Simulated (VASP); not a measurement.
A run of VASP 6.6.1:

File INCAR:

```
PREC = Accurate
ENCUT = 600
EDIFF = 1E-6
ISMEAR = 0
SIGMA = 0.1
LREAL = F
LASPH = T
NELM = 120
ALGO = Normal
ISIF = 2
LWAVE = F
LCHARG = T
GGA = PE
LELF = T
LVHAR = T
NBANDS = 29
GGA_COMPAT = F
```

KPOINTS

```
regular mesh
0
Gamma
  6 6 12
```

File POSCAR:

```
P3C
1.0
    8.2919728405      0.0000000000      0.0000000000
   -4.1459864203      7.1810591273      0.0000000000
    0.0000000000      0.0000000000      3.4810736769
P C
6 2
Direct
    0.2463494879      0.4926989758      0.2500000000
    0.5073010242      0.7536505121      0.2500000000
    0.2463494879      0.7536505121      0.2500000000
    0.7536505121      0.5073010242      0.7500000000
    0.4926989758      0.2463494879      0.7500000000
    0.7536505121      0.2463494879      0.7500000000
    0.3333333333      0.6666666667      0.7500000000
    0.6666666667      0.3333333333      0.2500000000
```

Potentials or basis: VASP PAW PBE potentials, release 64 (P, C).

The run is started by

```bash
$ cat potpaw_PBE.64/P/POTCAR potpaw_PBE.64/C/POTCAR > POTCAR
$ mpirun -np 1 vasp_std > vasp.out
```

Hardware: 1 thread of Intel(R) Xeon(R) 6975P-C (Granite Rapids), on a shared host.

**Question.** Estimate the wall time of this run.

**Answer.** Run time: 4.1 min on 1 thread of Intel(R) Xeon(R) 6975P-C (Granite Rapids), on a shared host, peak memory 0.52 GiB. Counts: scf iterations 15, k points 49.
